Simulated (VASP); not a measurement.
# GaO2 (P6_3/mmc) in VASP: single point with PBE

Aim: the single point of GaO2 with PBE.

Everything below comes from runs of VASP 6.6.1. Logs are shortened: lines on timing, memory, paths and dates and some standing lists are left out, and cuts for length are marked.

## 1. The cell of the first run

The structure is hexagonal, space group P6_3/mmc (No. 194). The conventional cell has a = 5.958 Å, b = 5.958 Å, c = 9.745 Å, α = 90.00°, β = 90.00°, γ = 120.00°. Ga (site symmetry 3m) has 4 O at 1.83 Å within 2.4 Å. O (site symmetry 2/m) has 2 Ga at 1.83 Å within 2.4 Å. Within 2.4 Å of O (site symmetry -6m2) lie 2 Ga at 1.83 Å.

The cell was built from a structure type or drawn by symmetry, and may not be a known phase.

## 2. Single point, PBE, collinear spin, ferromagnetic start

The input, INCAR:

```
PREC = Accurate ; ENCUT = 520
EDIFF = 1E-6 ; ISMEAR = 0
SIGMA = 0.1 ; LREAL = False
LASPH = True ; NELM = 150
ALGO = Normal ; ISIF = 2
LWAVE = False ; LCHARG = False
ISPIN = 2 ; MAGMOM = 0 0 0 0 1 1 1 1 1 1 1 1
LORBIT = 11 ; GGA = PE
NBANDS = 66
```

The input, KPOINTS:

```
regular mesh
0
Gamma
  6 6 2
```

The input, POSCAR:

```
GaO2
1.0
    5.9579362569      0.0000000000      0.0000000000
   -2.9789681284      5.1597241526      0.0000000000
    0.0000000000      0.0000000000      9.7453693462
Ga O
4 8
Direct
    0.3333333333      0.6666666667      0.9372769697
    0.6666666667      0.3333333333      0.4372769697
    0.6666666667      0.3333333333      0.0627230303
    0.3333333333      0.6666666667      0.5627230303
    0.0000000000      0.5000000000      0.0000000000
    0.5000000000      0.5000000000      0.0000000000
    0.5000000000      0.0000000000      0.0000000000
    0.3333333333      0.6666666667      0.7500000000
    0.6666666667      0.3333333333      0.2500000000
    0.5000000000      0.0000000000      0.5000000000
    0.5000000000      0.5000000000      0.5000000000
    0.0000000000      0.5000000000      0.5000000000
```

Potentials or basis: VASP PAW PBE potentials, release 64 (Ga_d, O).

Launch:

```console
$ cat potpaw_PBE.64/Ga_d/POTCAR potpaw_PBE.64/O/POTCAR > POTCAR
$ mpirun -np 1 vasp_std > vasp.out
```

OUTCAR:

```text
PREC = Accurate
   ENCUT = 520
   EDIFF = 1E-6
   ISMEAR = 0
   LREAL = False
   LASPH = True
   NELM = 150
   ISIF = 2
   ISPIN = 2
   LORBIT = 11
   GGA = PE

 ion  position               nearest neighbor table
   1  0.333  0.667  0.937-   8 1.83   7 1.83   5 1.83   6 1.83
   2  0.667  0.333  0.437-   9 1.83  10 1.83  12 1.83  11 1.83
   3  0.667  0.333  0.063-   9 1.83   7 1.83   5 1.83   6 1.83
   4  0.333  0.667  0.563-   8 1.83  10 1.83  12 1.83  11 1.83
   5  0.000  0.500  0.000-   1 1.83   3 1.83
   6  0.500  0.500  0.000-   1 1.83   3 1.83
   7  0.500  0.000  0.000-   1 1.83   3 1.83
   8  0.333  0.667  0.750-   1 1.83   4 1.83
   9  0.667  0.333  0.250-   2 1.83   3 1.83
  10  0.500  0.000  0.500-   2 1.83   4 1.83
  11  0.500  0.500  0.500-   2 1.83   4 1.83
  12  0.000  0.500  0.500-   2 1.83   4 1.83

  LATTYP: Found a hexagonal cell.
 ALAT       =     5.9579362569
 C/A-ratio  =     1.6356954700

  Lattice vectors:

 A1 = (   5.9579362569,   0.0000000000,   0.0000000000)
 A2 = (  -2.9789681284,   5.1597241526,   0.0000000000)
 A3 = (   0.0000000000,   0.0000000000,   9.7453693462)

Analysis of symmetry for initial positions (statically):
=====================================================================
 Subroutine PRICEL returns:
 Original cell was already a primitive cell.

 Routine SETGRP: Setting up the symmetry group for a
 hexagonal supercell.

 Subroutine GETGRP returns: Found 24 space group operations
 (whereof 12 operations were pure point group operations)
 out of a pool of 24 trial point group operations.

The static configuration has the point symmetry D_3d.
 The point group associated with its full space group is D_6h.

Analysis of symmetry for dynamics (positions and initial velocities):
=====================================================================
 Subroutine PRICEL returns:
 Original cell was already a primitive cell.

 Routine SETGRP: Setting up the symmetry group for a
 hexagonal supercell.

 Subroutine GETGRP returns: Found 24 space group operations
 (whereof 12 operations were pure point group operations)
 out of a pool of 24 trial point group operations.

The dynamic configuration has the point symmetry D_3d.
 The point group associated with its full space group is D_6h.

Analysis of structural, dynamic, and magnetic symmetry:
=====================================================================
 Subroutine PRICEL returns:
 Original cell was already a primitive cell.

 Routine SETGRP: Setting up the symmetry group for a
 hexagonal supercell.

 Subroutine GETGRP returns: Found 24 space group operations
 (whereof 12 operations were pure point group operations)
 out of a pool of 24 trial point group operations.

The overall configuration has the point symmetry D_3d.
 The point group associated with its full space group is D_6h.

 Subroutine INISYM returns: Found 24 space group operations
 (whereof 12 operations are pure point group operations),
 and found     1 'primitive' translations

----------------------------------------------------------------------------------------

                                     Primitive cell

  volume of cell :     299.5854

  direct lattice vectors                    reciprocal lattice vectors
     5.957936257  0.000000000  0.000000000     0.167843353  0.096904405  0.000000000
    -2.978968128  5.159724153  0.000000000     0.000000000  0.193808810  0.000000000
     0.000000000  0.000000000  9.745369346     0.000000000  0.000000000  0.102612837

  length of vectors
     5.957936257  5.957936257  9.745369346     0.193808810  0.193808810  0.102612837

  position of ions in fractional coordinates (direct lattice)
     0.333333333  0.666666667  0.937276970
     0.666666667  0.333333333  0.437276970
     0.666666667  0.333333333  0.062723030
     0.333333333  0.666666667  0.562723030
     0.000000000  0.500000000  0.000000000
     0.500000000  0.500000000  0.000000000
     0.500000000  0.000000000  0.000000000
     0.333333333  0.666666667  0.750000000
     0.666666667  0.333333333  0.250000000
     0.500000000  0.000000000  0.500000000
     0.500000000  0.500000000  0.500000000
     0.000000000  0.500000000  0.500000000

  ion indices of the primitive-cell ions
   primitive index   ion index
                 1           1
                 2           2
                 3           3
                 4           4
                 5           5
                 6           6
                 7           7
                 8           8
                 9           9
                10          10
                11          11
                12          12

[... 31 lines left out ...]
  0.500000 -0.000000  0.000000      3.000000
  0.166667  0.166667  0.000000      6.000000
  0.333333  0.166667  0.000000     12.000000
  0.333333  0.333333  0.000000      2.000000
  0.000000  0.000000  0.500000      1.000000
  0.166667 -0.000000  0.500000      6.000000
  0.333333  0.000000  0.500000      6.000000
  0.500000 -0.000000  0.500000      3.000000
  0.166667  0.166667  0.500000      6.000000
  0.333333  0.166667  0.500000     12.000000
  0.333333  0.333333  0.500000      2.000000
   k-points           NKPTS =     14   k-points in BZ     NKDIM =     14   number of bands    NBANDS=     66
   number of dos      NEDOS =    301   number of ions     NIONS =     12
   total plane-waves  NPLWV = 165888
   dimension x,y,z NGX =    48 NGY =   48 NGZ =   72
   dimension x,y,z NGXF=    96 NGYF=   96 NGZF=  144
   ions per type =               4   8
   NGX,Y,Z   is equivalent  to a cutoff of  13.39, 13.39, 12.28 a.u.
   NGXF,Y,Z  is equivalent  to a cutoff of  26.79, 26.79, 24.56 a.u.
 SYSTEM =  unknown system
   PREC   = accura    normal or accurate (medium, high low for compatibility)
   ISTART =      0    job   : 0-new  1-cont  2-samecut
   ICHARG =      2    charge: 1-file 2-atom 10-const
   ISPIN  =      2    spin polarized calculation?
   LNONCOLLINEAR =      F non collinear calculations
   LSORBIT =      F    spin-orbit coupling
   LASPH  =      T    aspherical Exc in radial PAW
   ENCUT  =  520.0 eV  38.22 Ry    6.18 a.u.  11.08 11.08 18.12*2*pi/ulx,y,z
   NELM   =    150;   NELMIN=  2; NELMDL= -5     # of ELM steps
   EDIFF  = 0.1E-05   stopping-criterion for ELM
   LREAL  =      F    real-space projection
   EDIFFG = 0.1E-04   stopping-criterion for IOM
   NSW    =      0    number of steps for IOM
   IBRION =     -1    ionic relax: 0-MD 1-quasi-New 2-CG
   NFREE  =      0    steps in history (QN), initial steepest desc. (CG)
   ISIF   =      2    stress and relaxation
   ISYM   =      2    0-nonsym 1-usesym 2-fastsym
   POTIM  = 0.5000    time-step for ionic-motion
   TEBEG  =    0.0;   TEEND  =   0.0 temperature during run
   PSTRESS=    0.0 pullay stress
   NELECT =     100.0000    total number of electrons
   NUPDOWN=      -1.0000    fix difference up-down
   EMIN   =  10.00;   EMAX   =-10.00  energy-range for DOS
   EFERMI =   0.00;   METHOD = LEGACY
   ISMEAR =     0;   SIGMA  =   0.10  broadening in eV -4-tet -1-fermi 0-gaus
   EFERMI_NEDOS =   21; number of points for ismear=-14 and -15
   IALGO  =     38    algorithm
   IMIX   =      4    mixing-type and parameters
     AMIX     =   0.40;   BMIX     =  1.00
     AMIX_MAG =   1.60;   BMIX_MAG =  1.00
  volume/ion in A,a.u.               =      24.97       168.48
  Fermi-wavevector in a.u.,A,eV,Ry     =   1.135624  2.146018 17.546647  1.289642
  Thomas-Fermi vector in A             =   2.272329
   LORBIT       =     11    0 simple, 1 ext, 2 COOP (PROOUT), +10 PAW based schemes
   GGA     = PE    functional components
   LHFCALC =     F    Hartree Fock is set to
   AEXX    =    0.0000 exact exchange contribution
   IVDW    =     0    specifies the selected vdW correction
   LEPSILON=     F    determine dielectric tensor
   LRPA    =     F    only Hartree local field effects (RPA)
 spin polarized calculation
 Gauss-broadening in eV      SIGMA  =   0.10
  energy-cutoff  :      520.00
  volume of cell :      299.59
 maximum number of plane-waves:      8092
 NGX is ok and might be reduce to    48
   NGX = 23   NGY = 23   NGZ = 37

 number of electron     100.0000069 magnetization       3.9999096

 Free energy of the ion-electron system (eV)
  ---------------------------------------------------
  ext. energy  EPLUGINS =         0.00000000
  ---------------------------------------------------
  free energy    TOTEN  =       -62.27421251 eV

  energy without entropy =      -62.20881479  energy(sigma->0) =      -62.24151365

 E-fermi :  -3.1812     XC(G=0):  -6.4594

 val. band max:       -3.1974207777   @ k =   0.1667   0.1667   0.0000
 cond. band min:      -3.1691507697   @ k =   0.1667  -0.0000   0.0000
 fundamental gap:      0.0282700081
 Fermi energy:        -3.1811832422

 spin component 1

 k-point     1 :       0.0000    0.0000    0.0000
  band No.  band energies     occupation
      1     -20.8943      1.00000
      2     -20.7525      1.00000
      3     -20.4662      1.00000
      4     -20.3183      1.00000
      5     -20.3180      1.00000
      6     -20.3180      1.00000
[... 899 lines left out ...]
     61       6.5727      0.00000
     62       6.5727      0.00000
 Fermi energy:        -3.1811832422

 spin component 2

 k-point     1 :       0.0000    0.0000    0.0000
  band No.  band energies     occupation
      1     -20.2197      1.00000
      2     -20.0749      1.00000
      3     -19.7932      1.00000
      4     -19.6476      1.00000
      5     -19.6446      1.00000
      6     -19.6446      1.00000
[... 899 lines left out ...]
     61       6.7198      0.00000
     62       6.7198      0.00000
 [bands above 62 left out]

------------------------ aborting loop because EDIFF is reached ----------------------------------------

  FORCE on cell =-STRESS in cart. coord.  units (eV):
  Direction    XX          YY          ZZ          XY          YZ          ZX
  --------------------------------------------------------------------------------------
  -------------------------------------------------------------------------------------
  Total        0.5381787      0.5381787      0.5423219      0.0000000     -0.0000000     -0.0000000
  in kB        2.8781699      2.8781699      2.9003278      0.0000000     -0.0000000     -0.0000000
  external PRESSURE =       2.8855558 kB  Pullay stress =       0.0000000 kB

 VOLUME and BASIS-vectors are now :
 -----------------------------------------------------------------------------
  energy-cutoff  :      520.00
  volume of cell :      299.59
      direct lattice vectors                 reciprocal lattice vectors
     5.957936257  0.000000000  0.000000000     0.167843353  0.096904405  0.000000000
    -2.978968128  5.159724153  0.000000000     0.000000000  0.193808810  0.000000000
     0.000000000  0.000000000  9.745369346     0.000000000  0.000000000  0.102612837

 POSITION                                       TOTAL-FORCE (eV/Angst)
 -----------------------------------------------------------------------------------
     -0.00000      3.43982      9.13411        -0.000000     -0.000000      0.002272
      2.97897      1.71991      4.26143         0.000000     -0.000000      0.002272
      2.97897      1.71991      0.61126        -0.000000      0.000000     -0.002272
     -0.00000      3.43982      5.48394         0.000000      0.000000     -0.002272
     -1.48948      2.57986      0.00000         0.000000      0.000000      0.000000
      1.48948      2.57986      0.00000         0.000000      0.000000      0.000000
      2.97897      0.00000      0.00000         0.000000      0.000000      0.000000
     -0.00000      3.43982      7.30903         0.000000     -0.000000      0.000000
      2.97897      1.71991      2.43634        -0.000000      0.000000      0.000000
      2.97897      0.00000      4.87268         0.000000      0.000000      0.000000
      1.48948      2.57986      4.87268         0.000000      0.000000      0.000000
     -1.48948      2.57986      4.87268         0.000000      0.000000      0.000000
 -----------------------------------------------------------------------------------
    total drift:                                0.000000     -0.000000      0.000000

  FREE ENERGIE OF THE ION-ELECTRON SYSTEM (eV)
  ---------------------------------------------------
  free  energy   TOTEN  =       -62.2742125053 eV

  energy  without entropy=      -62.2088147913  energy(sigma->0) =      -62.24151365

 total charge

# of ion       s       p       d       tot
------------------------------------------
    1        0.685   0.842  10.303  11.830
    2        0.685   0.842  10.303  11.830
    3        0.685   0.842  10.303  11.830
    4        0.685   0.842  10.303  11.830
    5        1.560   3.398   0.000   4.958
    6        1.560   3.398   0.000   4.958
    7        1.560   3.398   0.000   4.958
    8        1.560   3.398   0.000   4.958
    9        1.560   3.398   0.000   4.958
   10        1.560   3.398   0.000   4.958
   11        1.560   3.398   0.000   4.958
   12        1.560   3.398   0.000   4.958
--------------------------------------------------
tot         15.217  30.550  41.214  86.980

 magnetization (x)

# of ion       s       p       d       tot
------------------------------------------
    1       -0.013  -0.023   0.005  -0.030
    2       -0.013  -0.023   0.005  -0.030
    3       -0.013  -0.023   0.005  -0.030
    4       -0.013  -0.023   0.005  -0.030
    5        0.006   0.413   0.000   0.419
    6        0.006   0.413   0.000   0.419
    7        0.006   0.413   0.000   0.419
    8        0.006   0.411   0.000   0.417
    9        0.006   0.411   0.000   0.417
   10        0.006   0.413   0.000   0.419
   11        0.006   0.413   0.000   0.419
   12        0.006   0.413   0.000   0.419
--------------------------------------------------
tot         -0.004   3.209   0.021   3.226
```

It took 19 min on 1 thread of Oxide Virtual Turin-like, shared host; peak memory 0.72 GiB.

Results:

```
Free energy                                           : -62.2742 eV
Pressure                                              : 0.3 GPa
Band gap on the k mesh                                : zero (filled and empty bands overlap)
Net moment                                            : 4.00 μB per cell
Site moments                                          : Ga -0.03; O +0.42 μB
Valence electrons inside the program's atomic spheres : Ga 11.83; O 4.96
```

Forces in eV/Å, atoms in the order of the input:
```
Ga   0.000  0.000  0.002
Ga   0.000  0.000  0.002
Ga   0.000  0.000 -0.002
Ga   0.000  0.000 -0.002
O    0.000  0.000  0.000
O    0.000  0.000  0.000
O    0.000  0.000  0.000
O    0.000  0.000  0.000
O    0.000  0.000  0.000
O    0.000  0.000  0.000
O    0.000  0.000  0.000
O    0.000  0.000  0.000
```
